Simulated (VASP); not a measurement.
# NiO (Fm-3m) in VASP: settings compared

Aim: see how the results for NiO move with the level of theory and the settings. Levels: r2SCAN+D4, PBEsol. Tasks: single point.

Everything below comes from runs of VASP 6.6.1. Logs are shortened: lines on timing, memory, paths and dates and some standing lists are left out, and cuts for length are marked.

## 1. The cell of the first run

It takes space group Fm-3m (No. 225, cubic). The conventional cell has a = 4.199 Å, b = 4.199 Å, c = 4.199 Å, α = 90.00°, β = 90.00°, γ = 90.00°. Within 2.8 Å of Ni (site symmetry m-3m) lie 6 O at 2.10 Å. O (site symmetry m-3m) has 6 Ni at 2.10 Å within 2.8 Å.

## 2. Single point, r2SCAN+D4, collinear spin, ferromagnetic start

POSCAR

```
NiO
1.0
    0.0000000000      2.0997159621      2.0997159621
    2.0997159621      0.0000000000      2.0997159621
    2.0997159621      2.0997159621      0.0000000000
Ni O
1 1
Direct
    0.0000000000      0.0000000000      0.0000000000
    0.5000000000      0.5000000000      0.5000000000
```

INCAR.step1

```
SYSTEM = NiO
ALGO = Normal
EDIFF = 1E-4
ENCUT = 520
GGA = PE
ISMEAR = -1
ISPIN = 2
LASPH = .True.
LCHARG = .False.
LMAXMIX = 4
LREAL = .False.
LWAVE = .True.
MAGMOM = 1 0
NBANDS = 19
NELM = 150
PREC = Accurate
SIGMA = 0.05
```

INCAR.step2

```
SYSTEM = NiO
ALGO = Normal
EDIFF = 1E-6
ENCUT = 520
ISIF = 2
ISMEAR = -1
ISPIN = 2
ISTART = 1
IVDW = 13
LASPH = .True.
LCHARG = .True.
LELF = .True.
LMAXMIX = 4
LMIXTAU = .True.
LORBIT = 11
LREAL = .False.
LVHAR = .True.
LWAVE = .False.
MAGMOM = 1 0
METAGGA = R2SCAN
NBANDS = 19
NELM = 150
PREC = Accurate
SIGMA = 0.05
VDW_A1 = 0.51559235
VDW_A2 = 5.77342911
VDW_S6 = 1.0
VDW_S8 = 0.6018749
```

KPOINTS

```
k-points
0
Gamma
  11 11 11
  0 0 0
```

Potentials or basis: VASP PAW PBE potentials, release 64 (Ni, O).

On the command line:

```
> cat potpaw_PBE.64/Ni/POTCAR potpaw_PBE.64/O/POTCAR > POTCAR
> cp INCAR.step1 INCAR
> mpirun -np 1 vasp_std > vasp.out
> cp INCAR.step2 INCAR
> mpirun -np 1 vasp_std > vasp.out
```

OUTCAR:

```text
SYSTEM = NiO
   EDIFF = 1E-6
   ENCUT = 520
   ISIF = 2
   ISMEAR = -1
   ISPIN = 2
   ISTART = 1
   IVDW = 13
   LASPH = .True.
   LORBIT = 11
   LREAL = .False.
   METAGGA = R2SCAN
   NELM = 150
   PREC = Accurate

 ion  position               nearest neighbor table
   1  0.000  0.000  0.000-   2 2.10   2 2.10   2 2.10   2 2.10   2 2.10   2 2.10
   2  0.500  0.500  0.500-   1 2.10   1 2.10   1 2.10   1 2.10   1 2.10   1 2.10

  LATTYP: Found a face centered cubic cell.
 ALAT       =     4.1994319242

  Lattice vectors:

 A1 = (   0.0000000000,   2.0997159621,   2.0997159621)
 A2 = (   2.0997159621,   0.0000000000,   2.0997159621)
 A3 = (   2.0997159621,   2.0997159621,   0.0000000000)

Analysis of symmetry for initial positions (statically):
=====================================================================
 Subroutine PRICEL returns:
 Original cell was already a primitive cell.

 Routine SETGRP: Setting up the symmetry group for a
 face centered cubic supercell.

 Subroutine GETGRP returns: Found 48 space group operations
 (whereof 48 operations were pure point group operations)
 out of a pool of 48 trial point group operations.

The static configuration has the point symmetry O_h .

Analysis of symmetry for dynamics (positions and initial velocities):
=====================================================================
 Subroutine PRICEL returns:
 Original cell was already a primitive cell.

 Routine SETGRP: Setting up the symmetry group for a
 face centered cubic supercell.

 Subroutine GETGRP returns: Found 48 space group operations
 (whereof 48 operations were pure point group operations)
 out of a pool of 48 trial point group operations.

The dynamic configuration has the point symmetry O_h .

Analysis of structural, dynamic, and magnetic symmetry:
=====================================================================
 Subroutine PRICEL returns:
 Original cell was already a primitive cell.

 Routine SETGRP: Setting up the symmetry group for a
 face centered cubic supercell.

 Subroutine GETGRP returns: Found 48 space group operations
 (whereof 48 operations were pure point group operations)
 out of a pool of 48 trial point group operations.

The overall configuration has the point symmetry O_h .

 Subroutine INISYM returns: Found 48 space group operations
 (whereof 48 operations are pure point group operations),
 and found     1 'primitive' translations

----------------------------------------------------------------------------------------

                                     Primitive cell

  volume of cell :      18.5145

  direct lattice vectors                    reciprocal lattice vectors
     0.000000000  2.099715962  2.099715962    -0.238127446  0.238127446  0.238127446
     2.099715962  0.000000000  2.099715962     0.238127446 -0.238127446  0.238127446
     2.099715962  2.099715962  0.000000000     0.238127446  0.238127446 -0.238127446

  length of vectors
     2.969446791  2.969446791  2.969446791     0.412448836  0.412448836  0.412448836

  position of ions in fractional coordinates (direct lattice)
     0.000000000  0.000000000  0.000000000
     0.500000000  0.500000000  0.500000000

  ion indices of the primitive-cell ions
   primitive index   ion index
                 1           1
                 2           2

----------------------------------------------------------------------------------------

 KPOINTS: k-points

Automatic generation of k-mesh.
 Grid dimensions read from file:
 generate k-points for:   11   11   11

 Generating k-lattice:

  Cartesian coordinates                     Fractional coordinates (reciprocal lattice)
    -0.021647950  0.021647950  0.021647950     0.090909091  0.000000000  0.000000000
     0.021647950 -0.021647950  0.021647950     0.000000000  0.090909091  0.000000000
     0.021647950  0.021647950 -0.021647950     0.000000000  0.000000000  0.090909091

  Length of vectors
     0.037495349  0.037495349  0.037495349

  Shift w.r.t. Gamma in fractional coordinates (k-lattice)
     0.000000000  0.000000000  0.000000000

 Subroutine IBZKPT returns following result:
 ===========================================

 Found     56 irreducible k-points:

 Following reciprocal coordinates:
            Coordinates               Weight
  0.000000  0.000000  0.000000      1.000000
  0.090909  0.000000  0.000000      8.000000
  0.181818  0.000000  0.000000      8.000000
  0.272727  0.000000  0.000000      8.000000
  0.363636  0.000000  0.000000      8.000000
  0.454545  0.000000  0.000000      8.000000
[... 16 lines left out ...]
 -0.272727  0.181818  0.000000     24.000000
 -0.181818  0.181818  0.000000     12.000000
 [... further k-points ...]
   k-points           NKPTS =     56   k-points in BZ     NKDIM =     56   number of bands    NBANDS=     19
   number of dos      NEDOS =    301   number of ions     NIONS =      2
   total plane-waves  NPLWV =  13824
   dimension x,y,z NGX =    24 NGY =   24 NGZ =   24
   dimension x,y,z NGXF=    48 NGYF=   48 NGZF=   48
   ions per type =               1   1
   NGX,Y,Z   is equivalent  to a cutoff of  13.44, 13.44, 13.44 a.u.
   NGXF,Y,Z  is equivalent  to a cutoff of  26.87, 26.87, 26.87 a.u.
 SYSTEM =  NiO
   PREC   = accura    normal or accurate (medium, high low for compatibility)
   ISTART =      1    job   : 0-new  1-cont  2-samecut
   ICHARG =      0    charge: 1-file 2-atom 10-const
   ISPIN  =      2    spin polarized calculation?
   LNONCOLLINEAR =      F non collinear calculations
   LSORBIT =      F    spin-orbit coupling
   LASPH  =      T    aspherical Exc in radial PAW
   ENCUT  =  520.0 eV  38.22 Ry    6.18 a.u.   5.52  5.52  5.52*2*pi/ulx,y,z
   NELM   =    150;   NELMIN=  2; NELMDL=  0     # of ELM steps
   EDIFF  = 0.1E-05   stopping-criterion for ELM
   LREAL  =      F    real-space projection
   EDIFFG = 0.1E-04   stopping-criterion for IOM
   NSW    =      0    number of steps for IOM
   IBRION =     -1    ionic relax: 0-MD 1-quasi-New 2-CG
   NFREE  =      0    steps in history (QN), initial steepest desc. (CG)
   ISIF   =      2    stress and relaxation
   ISYM   =      2    0-nonsym 1-usesym 2-fastsym
   POTIM  = 0.5000    time-step for ionic-motion
   TEBEG  =    0.0;   TEEND  =   0.0 temperature during run
   PSTRESS=    0.0 pullay stress
   NELECT =      16.0000    total number of electrons
   NUPDOWN=      -1.0000    fix difference up-down
   EMIN   =  10.00;   EMAX   =-10.00  energy-range for DOS
   EFERMI =   0.00;   METHOD = LEGACY
   ISMEAR =    -1;   SIGMA  =   0.05  broadening in eV -4-tet -1-fermi 0-gaus
   EFERMI_NEDOS =   21; number of points for ismear=-14 and -15
   IALGO  =     38    algorithm
   IMIX   =      4    mixing-type and parameters
     AMIX     =   0.40;   BMIX     =  1.00
     AMIX_MAG =   1.60;   BMIX_MAG =  1.00
  volume/ion in A,a.u.               =       9.26        62.47
  Fermi-wavevector in a.u.,A,eV,Ry     =   1.559352  2.946749 33.083654  2.431580
  Thomas-Fermi vector in A             =   2.662723
   LORBIT       =     11    0 simple, 1 ext, 2 COOP (PROOUT), +10 PAW based schemes
   METAGGA = R2SCAN    functional components
   LHFCALC =     F    Hartree Fock is set to
   AEXX    =    0.0000 exact exchange contribution
   IVDW    =    13    specifies the selected vdW correction
   LEPSILON=     F    determine dielectric tensor
   LRPA    =     F    only Hartree local field effects (RPA)
 spin polarized calculation
  energy-cutoff  :      520.00
  volume of cell :       18.51
 maximum number of plane-waves:       531
 NGX is ok and might be reduce to    24
   NGX = 11   NGY = 11   NGZ = 11

 number of electron      16.0000011 magnetization       2.0000224

 Free energy of the ion-electron system (eV)
  ---------------------------------------------------
  ext. energy  EPLUGINS =         0.00000000
  ---------------------------------------------------
  free energy    TOTEN  =       -20.11043092 eV

  energy without entropy =      -20.11042750  energy(sigma->0) =      -20.11042921

 E-fermi :   7.6696     XC(G=0): -13.3031

 val. band max:        7.2213255375   @ k =   0.4545   0.0000   0.0000
 cond. band min:       8.0235717608   @ k =   0.0000   0.0000   0.0000
 fundamental gap:      0.8022462233
 Fermi energy:         7.6695553558

 spin component 1

 k-point     1 :       0.0000    0.0000    0.0000
  band No.  band energies     occupation
      1     -13.6554      1.00000
      2       3.3134      1.00000
      3       3.3134      1.00000
      4       4.2111      1.00000
      5       4.2112      1.00000
      6       4.2113      1.00000
[... 11 lines left out ...]
     18      33.9222      0.00000
     19      33.9224      0.00000
[... 485 lines left out ...]
 k-point    24 :      -0.1818    0.1818    0.0000
  band No.  band energies     occupation
      1     -12.8762      1.00000
      2       0.7327      1.00000
      3       1.4730      1.00000
      4       2.5192      1.00000
      5       4.0131      1.00000
      6       4.5061      1.00000
[... 11 lines left out ...]
     18      39.0668      0.00000
     19      40.1868      0.00000

 [... further k-points ...]

 spin component 2

 k-point     1 :       0.0000    0.0000    0.0000
  band No.  band energies     occupation
      1     -13.1242      1.00000
      2       5.0967      1.00000
      3       5.0970      1.00000
      4       5.0970      1.00000
      5       5.2350      1.00000
      6       5.2350      1.00000
[... 11 lines left out ...]
     18      34.9300      0.00000
     19      34.9308      0.00000
[... 485 lines left out ...]
 k-point    24 :      -0.1818    0.1818    0.0000
  band No.  band energies     occupation
      1     -12.2953      1.00000
      2       1.5726      1.00000
      3       3.1535      1.00000
      4       3.5827      1.00000
      5       5.4195      1.00000
      6       6.0382      1.00000
[... 11 lines left out ...]
     18      39.7851      0.00000
     19      40.6279      0.00000

 [... further k-points ...]

------------------------ aborting loop because EDIFF is reached ----------------------------------------

  DFT-D4 for vdW energy calculation

  Edisp (eV):   -0.23129

  FORCE on cell =-STRESS in cart. coord.  units (eV):
  Direction    XX          YY          ZZ          XY          YZ          ZX
  --------------------------------------------------------------------------------------
  -------------------------------------------------------------------------------------
  Total      -0.34354    -0.34354    -0.34354     0.00000     0.00000     0.00000
  in kB     -29.72906   -29.72906   -29.72906     0.00000     0.00000     0.00000
  external pressure =      -29.73 kB  Pullay stress =        0.00 kB

 VOLUME and BASIS-vectors are now :
 -----------------------------------------------------------------------------
  energy-cutoff  :      520.00
  volume of cell :       18.51
      direct lattice vectors                 reciprocal lattice vectors
     0.000000000  2.099715962  2.099715962    -0.238127446  0.238127446  0.238127446
     2.099715962  0.000000000  2.099715962     0.238127446 -0.238127446  0.238127446
     2.099715962  2.099715962  0.000000000     0.238127446  0.238127446 -0.238127446

 POSITION                                       TOTAL-FORCE (eV/Angst)
 -----------------------------------------------------------------------------------
      0.00000      0.00000      0.00000        -0.000000     -0.000000     -0.000000
      2.09972      2.09972      2.09972         0.000000      0.000000      0.000000
 -----------------------------------------------------------------------------------
    total drift:                                0.000000     -0.000000     -0.000000

  FREE ENERGIE OF THE ION-ELECTRON SYSTEM (eV)
  ---------------------------------------------------
  free  energy   TOTEN  =       -20.3417216346 eV

  energy  without entropy=      -20.3417182185  energy(sigma->0) =      -20.34171993

 total charge

# of ion       s       p       d       tot
------------------------------------------
    1        0.331   0.406   8.161   8.899
    2        1.555   3.486   0.000   5.041
--------------------------------------------------
tot          1.886   3.893   8.161  13.940

 magnetization (x)

# of ion       s       p       d       tot
------------------------------------------
    1        0.011   0.012   1.672   1.694
    2        0.028   0.247   0.000   0.275
--------------------------------------------------
tot          0.039   0.259   1.672   1.969
```

It took 1.8 min on 1 thread of Intel Xeon Platinum 8488C (Sapphire Rapids), shared host; peak memory 0.17 GiB.

What came out:

* Free energy: -20.3417 eV
* Pressure: -3.0 GPa
* Band gap on the k mesh: 0.80 eV (least direct gap 1.72 eV)
* Net moment: 2.00 μB per cell
* Site moments: Ni +1.69; O +0.28 μB
* Valence electrons inside the program's atomic spheres: Ni 8.90; O 5.04
* Dispersion energy per atom: -0.116 eV

Levels at points of the mesh, in eV from the valence-band top:
Spin up:
| k point | band 7 | band 8 | band 9 | band 10 | band 11 | band 12 |
| --- | --- | --- | --- | --- | --- | --- |
| (0.00, 0.00, 0.00) | -2.67 | -2.67 | -2.67 | 2.16 | 18.82 | 19.61 |
Spin down:
```csv
k point,band 4,band 5,band 6,band 7,band 8,band 9,band 10,band 11
"(0.00, 0.00, 0.00)",-2.12,-1.99,-1.99,-1.99,0.80,0.80,2.71,18.91
```

Caveat: the PAW data sets were made with another functional, which shifts forces and pressure a little; an odd mesh through Γ misses points on the zone boundary, where band edges can lie; a cell with one magnetic atom can't hold antiferromagnetic order, which such compounds often take.

[end of part 1 of 2]
